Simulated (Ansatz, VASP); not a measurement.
Cr: VASP beside Ansatz

The input INCAR:

```
  PREC = Accurate
  ENCUT = 520
  EDIFF = 1E-6
  ISMEAR = -1
  SIGMA = 0.08
  LREAL = F
  LASPH = T
  NELM = 100
  ALGO = Normal
  ISIF = 2
  LWAVE = F
  LCHARG = F
  GGA = PE
  NBANDS = 12
```

File KPOINTS:

```
regular mesh
0
Gamma
  21 21 21
```

POSCAR

```
Cr
1.0
   -1.4000999873      1.4000999873      1.4000999873
    1.4000999873     -1.4000999873      1.4000999873
    1.4000999873      1.4000999873     -1.4000999873
Cr
1
Direct
    0.0000000000      0.0000000000      0.0000000000
```

Input for Ansatz:

```yaml
crystal:
  lattice:
    - [-1.4000999873, 1.4000999873, 1.4000999873]
    - [1.4000999873, -1.4000999873, 1.4000999873]
    - [1.4000999873, 1.4000999873, -1.4000999873]
  atoms:
    - { symbol: Cr, position: [0.0, 0.0, 0.0] }
kpoints:
  mp_grid: { grid: [21, 21, 21] }
scf:
  occupations: { method: fermi_dirac, width: 0.08 }
hamiltonian:
  xc: pbe
  pseudopotentials: { kind: paw }
output:
  forces: true
  stress: true
  eigenvalues: true
  populations: true
```

Change from the starting cell: volume scaled by 0.95, PAW files.

Alike in both runs: task single point; functional PBE; k mesh 21 × 21 × 21; occupations fermi-dirac, width 0.08 eV; no spin polarisation.

```csv
,VASP,Ansatz
version,VASP 6.6.1,Ansatz 0.2.0
potentials or method,"VASP PAW PBE potentials, release 64 (Cr_pv)","PAW with Ansatz's default frozen-core files, scalar-relativistic"
plane-wave cutoff (eV),520,420
valence electrons in the cell,12,14
```

VASP gave:

* pressure (GPa): 14.2

Q: What did Ansatz give for the same quantities?

A: Pressure (GPa): 14.7.

VASP's potentials hold 12 valence electrons a cell and Ansatz's 14, so a difference there can come from the potentials and not from the codes.
